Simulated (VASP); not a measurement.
# Pt (P6_3/mmc) in VASP: further runs

The runs below take Pt through single point, with PBE.

Everything below comes from runs of VASP 6.6.1. Logs are shortened: lines on timing, memory, paths and dates and some standing lists are left out, and cuts for length are marked.

### Step 1. The cell of the first run

The structure is hexagonal, space group P6_3/mmc (No. 194). Conventional cell: a = 2.352 Å, b = 2.352 Å, c = 3.949 Å, α = 90.00°, β = 90.00°, γ = 120.00°. Pt (site symmetry -6m2) has 12 Pt at 2.35 to 2.40 Å within 3.1 Å.

### Step 2. Single point, PBE

INCAR reads:

```
ALGO = Normal ; EDIFF = 1E-7
ENCUT = 520 ; GGA = PE
ISIF = 2 ; ISMEAR = -1
LASPH = T ; LCHARG = F
LREAL = F ; LWAVE = F
NBANDS = 17 ; NELM = 80
PREC = Accurate ; SIGMA = 0.05
```

KPOINTS reads:

```
k-points
0
Gamma
  15 15 8
```

POSCAR reads:

```
Pt
1.0
    2.3515587664      0.0000000000      0.0000000000
   -1.1757793832      2.0365096302      0.0000000000
    0.0000000000      0.0000000000      3.9492378347
Pt
2
Direct
    0.3333333333      0.6666666667      0.2500000000
    0.6666666667      0.3333333333      0.7500000000
```

Potentials or basis: VASP PAW PBE potentials, release 64 (Pt).

The run is started by

```bash
cat potpaw_PBE.64/Pt/POTCAR > POTCAR
mpirun -np 1 vasp_std > vasp.out
```

OUTCAR:

```text
EDIFF = 1E-7
   ENCUT = 520
   GGA = PE
   ISIF = 2
   ISMEAR = -1
   LASPH = T
   LREAL = F
   NELM = 80
   PREC = Accurate

 ion  position               nearest neighbor table
   1  0.333  0.667  0.250-   2 2.40   2 2.40   2 2.40   2 2.40   2 2.40   2 2.40   2 3.36   2 3.36
                             2 3.36   2 3.36   2 3.36   2 3.36
   2  0.667  0.333  0.750-   1 2.40   1 2.40   1 2.40   1 2.40   1 2.40   1 2.40   1 3.36   1 3.36
                             1 3.36   1 3.36   1 3.36   1 3.36

  LATTYP: Found a hexagonal cell.
 ALAT       =     2.3515587664
 C/A-ratio  =     1.6794127755

  Lattice vectors:

 A1 = (   2.3515587664,   0.0000000000,   0.0000000000)
 A2 = (  -1.1757793832,   2.0365096302,   0.0000000000)
 A3 = (   0.0000000000,   0.0000000000,   3.9492378347)

Analysis of symmetry for initial positions (statically):
=====================================================================
 Subroutine PRICEL returns:
 Original cell was already a primitive cell.

 Routine SETGRP: Setting up the symmetry group for a
 hexagonal supercell.

 Subroutine GETGRP returns: Found 24 space group operations
 (whereof 12 operations were pure point group operations)
 out of a pool of 24 trial point group operations.

The static configuration has the point symmetry D_3d.
 The point group associated with its full space group is D_6h.

Analysis of symmetry for dynamics (positions and initial velocities):
=====================================================================
 Subroutine PRICEL returns:
 Original cell was already a primitive cell.

 Routine SETGRP: Setting up the symmetry group for a
 hexagonal supercell.

 Subroutine GETGRP returns: Found 24 space group operations
 (whereof 12 operations were pure point group operations)
 out of a pool of 24 trial point group operations.

The dynamic configuration has the point symmetry D_3d.
 The point group associated with its full space group is D_6h.

 Subroutine INISYM returns: Found 24 space group operations
 (whereof 12 operations are pure point group operations),
 and found     1 'primitive' translations

----------------------------------------------------------------------------------------

                                     Primitive cell

  volume of cell :      18.9128

  direct lattice vectors                    reciprocal lattice vectors
     2.351558766  0.000000000  0.000000000     0.425249845  0.245518112  0.000000000
    -1.175779383  2.036509630  0.000000000     0.000000000  0.491036225  0.000000000
     0.000000000  0.000000000  3.949237835     0.000000000  0.000000000  0.253213415

  length of vectors
     2.351558766  2.351558766  3.949237835     0.491036225  0.491036225  0.253213415

  position of ions in fractional coordinates (direct lattice)
     0.333333333  0.666666667  0.250000000
     0.666666667  0.333333333  0.750000000

  ion indices of the primitive-cell ions
   primitive index   ion index
                 1           1
                 2           2

----------------------------------------------------------------------------------------

 KPOINTS: k-points

Automatic generation of k-mesh.
 Grid dimensions read from file:
 generate k-points for:   15   15    8

 Generating k-lattice:

  Cartesian coordinates                     Fractional coordinates (reciprocal lattice)
     0.028349990  0.016367874  0.000000000     0.066666667 -0.000000000  0.000000000
     0.000000000  0.032735748  0.000000000     0.000000000  0.066666667  0.000000000
     0.000000000  0.000000000  0.031651677     0.000000000  0.000000000  0.125000000

  Length of vectors
     0.032735748  0.032735748  0.031651677

  Shift w.r.t. Gamma in fractional coordinates (k-lattice)
     0.000000000  0.000000000  0.000000000

 Subroutine IBZKPT returns following result:
 ===========================================

 Found    135 irreducible k-points:

 Following reciprocal coordinates:
            Coordinates               Weight
  0.000000  0.000000  0.000000      1.000000
  0.066667  0.000000  0.000000      6.000000
  0.133333  0.000000  0.000000      6.000000
  0.200000  0.000000  0.000000      6.000000
  0.266667  0.000000  0.000000      6.000000
  0.333333  0.000000  0.000000      6.000000
[... 16 lines left out ...]
  0.333333  0.200000  0.000000     12.000000
  0.400000  0.200000  0.000000      6.000000
 [... further k-points ...]
   k-points           NKPTS =    135   k-points in BZ     NKDIM =    135   number of bands    NBANDS=     17
   number of dos      NEDOS =    301   number of ions     NIONS =      2
   total plane-waves  NPLWV =   9720
   dimension x,y,z NGX =    18 NGY =   18 NGZ =   30
   dimension x,y,z NGXF=    36 NGYF=   36 NGZF=   60
   ions per type =               2
   NGX,Y,Z   is equivalent  to a cutoff of  12.73, 12.73, 12.63 a.u.
   NGXF,Y,Z  is equivalent  to a cutoff of  25.45, 25.45, 25.26 a.u.
 SYSTEM =  unknown system
   PREC   = accura    normal or accurate (medium, high low for compatibility)
   ISTART =      0    job   : 0-new  1-cont  2-samecut
   ICHARG =      2    charge: 1-file 2-atom 10-const
   ISPIN  =      1    spin polarized calculation?
   LNONCOLLINEAR =      F non collinear calculations
   LSORBIT =      F    spin-orbit coupling
   LASPH  =      T    aspherical Exc in radial PAW
   ENCUT  =  520.0 eV  38.22 Ry    6.18 a.u.   4.37  4.37  7.34*2*pi/ulx,y,z
   NELM   =     80;   NELMIN=  2; NELMDL= -5     # of ELM steps
   EDIFF  = 0.1E-06   stopping-criterion for ELM
   LREAL  =      F    real-space projection
   EDIFFG = 0.1E-05   stopping-criterion for IOM
   NSW    =      0    number of steps for IOM
   IBRION =     -1    ionic relax: 0-MD 1-quasi-New 2-CG
   NFREE  =      0    steps in history (QN), initial steepest desc. (CG)
   ISIF   =      2    stress and relaxation
   ISYM   =      2    0-nonsym 1-usesym 2-fastsym
   POTIM  = 0.5000    time-step for ionic-motion
   TEBEG  =    0.0;   TEEND  =   0.0 temperature during run
   PSTRESS=    0.0 pullay stress
   NELECT =      20.0000    total number of electrons
   NUPDOWN=      -1.0000    fix difference up-down
   EMIN   =  10.00;   EMAX   =-10.00  energy-range for DOS
   EFERMI =   0.00;   METHOD = LEGACY
   ISMEAR =    -1;   SIGMA  =   0.05  broadening in eV -4-tet -1-fermi 0-gaus
   EFERMI_NEDOS =   21; number of points for ismear=-14 and -15
   IALGO  =     38    algorithm
   IMIX   =      4    mixing-type and parameters
     AMIX     =   0.40;   BMIX     =  1.00
     AMIX_MAG =   1.60;   BMIX_MAG =  1.00
  volume/ion in A,a.u.               =       9.46        63.81
  Fermi-wavevector in a.u.,A,eV,Ry     =   1.667886  3.151847 37.849270  2.781843
  Thomas-Fermi vector in A             =   2.753829
   LORBIT       =      0    0 simple, 1 ext, 2 COOP (PROOUT), +10 PAW based schemes
   GGA     = PE    functional components
   LHFCALC =     F    Hartree Fock is set to
   AEXX    =    0.0000 exact exchange contribution
   IVDW    =     0    specifies the selected vdW correction
   LEPSILON=     F    determine dielectric tensor
   LRPA    =     F    only Hartree local field effects (RPA)
 non-spin polarized calculation
  energy-cutoff  :      520.00
  volume of cell :       18.91
 maximum number of plane-waves:       537
 NGX is ok and might be reduce to    18

 number of electron      20.0000007 magnetization

 Free energy of the ion-electron system (eV)
  ---------------------------------------------------
  ext. energy  EPLUGINS =         0.00000000
  ---------------------------------------------------
  free energy    TOTEN  =        -1.05828905 eV

  energy without entropy =       -1.04162330  energy(sigma->0) =       -1.04995618

 E-fermi :  22.8388     XC(G=0): -16.4239

 val. band max:       22.8304019262   @ k =   0.2000   0.0667   0.0000
 cond. band min:      22.8426054262   @ k =   0.3333   0.2667   0.3750
 fundamental gap:      0.0122035000
 Fermi energy:        22.8387540440

 k-point     1 :       0.0000    0.0000    0.0000
  band No.  band energies     occupation
      1       6.4059      2.00000
      2       8.9776      2.00000
      3      14.4718      2.00000
      4      15.1095      2.00000
      5      15.1095      2.00000
      6      16.1211      2.00000
[... 9 lines left out ...]
     16      39.4196      0.00000
     17      46.5085      0.00000

 k-point     2 :       0.0667    0.0000    0.0000
  band No.  band energies     occupation
      1       6.6809      2.00000
      2       9.2351      2.00000
      3      14.2562      2.00000
      4      15.2446      2.00000
      5      15.3559      2.00000
      6      15.9379      2.00000
[... 9 lines left out ...]
     16      39.8595      0.00000
     17      44.4430      0.00000

 k-point     3 :       0.1333    0.0000    0.0000
  band No.  band energies     occupation
      1       7.4500      2.00000
      2       9.9040      2.00000
      3      13.7362      2.00000
      4      15.3104      2.00000
      5      15.9083      2.00000
      6      16.0822      2.00000
[... 9 lines left out ...]
     16      41.2341      0.00000
     17      42.2735      0.00000

 k-point     4 :       0.2000    0.0000    0.0000
  band No.  band energies     occupation
      1       8.5237      2.00000
      2      10.5347      2.00000
      3      13.4652      2.00000
      4      14.3730      2.00000
      5      14.8411      2.00000
      6      16.8081      2.00000
[... 9 lines left out ...]
     16      41.9143      0.00000
     17      43.3883      0.00000
[... 343 lines left out ...]
      1      10.9725      2.00000
      2      11.4556      2.00000
      3      11.9106      2.00000
      4      13.5071      2.00000
      5      14.2768      2.00000
      6      16.0709      2.00000
[... 9 lines left out ...]
     16      38.2875      0.00000
     17      42.0343      0.00000

 k-point    23 :       0.3333    0.2000    0.0000
  band No.  band energies     occupation
      1      10.4960      2.00000
      2      11.2085      2.00000
      3      11.9102      2.00000
      4      14.3579      2.00000
      5      14.6915      2.00000
      6      15.5715      2.00000
[... 9 lines left out ...]
     16      38.0262      0.00000
     17      40.5627      0.00000

 k-point    24 :       0.4000    0.2000    0.0000
  band No.  band energies     occupation
      1      10.3312      2.00000
      2      11.1036      2.00000
      3      11.9051      2.00000
      4      14.5000      2.00000
      5      15.1853      2.00000
      6      15.2389      2.00000
[... 9 lines left out ...]
     16      38.4642      0.00000
     17      39.9047      0.00000

 [... further k-points ...]
[... 5 lines left out ...]
  --------------------------------------------------------------------------------------
  -------------------------------------------------------------------------------------
  Total       55.4736879     55.4736879     55.5300473      0.0000000      0.0000000      0.0000000
  in kB     4699.3958340   4699.3958340   4704.1702632      0.0000000      0.0000000      0.0000000
  external PRESSURE =    4700.9873104 kB  Pullay stress =       0.0000000 kB

 VOLUME and BASIS-vectors are now :
 -----------------------------------------------------------------------------
  energy-cutoff  :      520.00
  volume of cell :       18.91
      direct lattice vectors                 reciprocal lattice vectors
     2.351558766  0.000000000  0.000000000     0.425249845  0.245518112  0.000000000
    -1.175779383  2.036509630  0.000000000     0.000000000  0.491036225  0.000000000
     0.000000000  0.000000000  3.949237835     0.000000000  0.000000000  0.253213415

 POSITION                                       TOTAL-FORCE (eV/Angst)
 -----------------------------------------------------------------------------------
     -0.00000      1.35767      0.98731        -0.000000     -0.000000      0.000000
      1.17578      0.67884      2.96193         0.000000      0.000000      0.000000
 -----------------------------------------------------------------------------------
    total drift:                               -0.000000      0.000000     -0.000000

  FREE ENERGIE OF THE ION-ELECTRON SYSTEM (eV)
  ---------------------------------------------------
  free  energy   TOTEN  =        -1.0582890491 eV

  energy  without entropy=       -1.0416233020  energy(sigma->0) =       -1.04995618
```

Run time: 37 s. Hardware: 1 thread of Intel Xeon 6975P-C, shared host; peak memory 0.16 GiB.

What came out:

| Item | Value |
| --- | --- |
| Free energy | -1.0583 eV |
| Pressure | 470.1 GPa |
| Band gap on the k mesh | zero (band 10 reaches 23.87 eV, above the bottom of band 11 at 20.98 eV) |

Stress tensor (GPa, compression positive):
```
469.94   0.00   0.00
  0.00 469.94   0.00
  0.00   0.00 470.42
```

Caveat: spin-orbit coupling is left out, which moves the levels of the heavy elements.

### Step 3. Single point, PBE

INCAR reads:

```
SYSTEM = Pt
PREC = Accurate
ENCUT = 520
EDIFF = 1E-7
ISMEAR = -1
SIGMA = 0.05
LREAL = .False.
LASPH = .True.
NELM = 100
ALGO = Normal
ISIF = 2
LWAVE = .False.
LCHARG = .False.
GGA = PE
NBANDS = 17
```

KPOINTS reads:

```
regular mesh
0
Gamma
  15 15 8
  0 0 0
```

POSCAR is that of step 2.

Potentials or basis: VASP PAW PBE potentials, release 64 (Pt).

The run is started by

```bash
cat potpaw_PBE.64/Pt/POTCAR > POTCAR
mpirun -np 1 vasp_std > vasp.out
```

Run time: 35 s. Hardware: 1 thread of Intel Xeon 6975P-C, shared host; peak memory 0.16 GiB.

It converged, with:

```yaml
Free_energy: -1.0583 eV
Pressure: 470.1 GPa
Band_gap_on_the_k_mesh: zero (band 10 reaches 23.87 eV, above the bottom of band 11 at 20.98 eV)
```

Stress tensor (GPa, compression positive):
```
469.94   0.00   0.00
  0.00 469.94   0.00
  0.00   0.00 470.42
```

Levels at points of the mesh, in eV from the Fermi level:
| k point | band 7 | band 8 | band 9 | band 10 | band 11 | band 12 | band 13 | band 14 |
| --- | --- | --- | --- | --- | --- | --- | --- | --- |
| (0.00, 0.00, 0.00) | -6.72 | -4.69 | -4.69 | -2.56 | -0.69 | -0.69 | 9.67 | 12.20 |
| (0.00, 0.00, 0.50) | -7.78 | -7.78 | -1.86 | -1.86 | -1.86 | -1.86 | 11.90 | 11.90 |

Caveat: spin-orbit coupling is left out, which moves the levels of the heavy elements.

### Step 4. Single point, PBE

This run uses another cell than the first one, of 11.03 Å³/atom, 1.167 times its volume.

INCAR reads:

```
SYSTEM = Pt
PREC     = Accurate       ! precision mode
ENCUT    = 520            ! plane-wave cutoff, eV
EDIFF    = 1E-6           ! SCF threshold, eV
ISMEAR   = -1             ! smearing method
SIGMA    = 0.05           ! smearing width, eV
LREAL    = .False.        ! projectors in reciprocal space
LASPH    = .True.         ! aspherical terms in the spheres
NELM     = 80             ! most SCF steps
ALGO     = Normal         ! electronic algorithm
ISIF     = 2              ! what is computed and relaxed
LWAVE    = .False.        ! write WAVECAR
LCHARG   = .True.         ! write CHGCAR
GGA      = PE             ! functional
LELF     = .True.         ! ELF
LVHAR    = .True.       
NBANDS   = 17             ! bands
```

KPOINTS is that of step 3.

POSCAR reads:

```
Pt
1.0
    2.4722440723      0.0000000000      0.0000000000
   -1.2361220362      2.1410261709      0.0000000000
    0.0000000000      0.0000000000      4.1685888538
Pt
2
Direct
    0.3333333333      0.6666666667      0.2500000000
    0.6666666667      0.3333333333      0.7500000000
```

The run is started by

```bash
cat potpaw_PBE.64/Pt/POTCAR > POTCAR
mpirun -np 1 vasp_std > vasp.out
```

Run time: 37 s. Hardware: 1 thread of Intel Xeon 6975P-C, shared host; peak memory 0.16 GiB.

The run converged. Its results:

| Quantity | Value |
| --- | --- |
| Free energy | -7.5796 eV |
| Pressure | 221.8 GPa |
| Band gap on the k mesh | zero (band 10 reaches 19.15 eV, above the bottom of band 11 at 16.93 eV) |

Levels at points of the mesh, in eV from the Fermi level:
```tsv
k point	band 6	band 7	band 8	band 9	band 10	band 11	band 12	band 13	band 14	band 15
(0.00, 0.00, 0.00)	-5.31	-5.31	-3.61	-3.61	-2.08	-0.48	-0.48	8.05	13.51	15.12
(0.00, 0.00, 0.50)	-6.11	-6.11	-6.11	-1.46	-1.46	-1.46	-1.46	13.04	13.04	16.90
```

Caveat: spin-orbit coupling is left out, which moves the levels of the heavy elements.

[end of part 1 of 2]
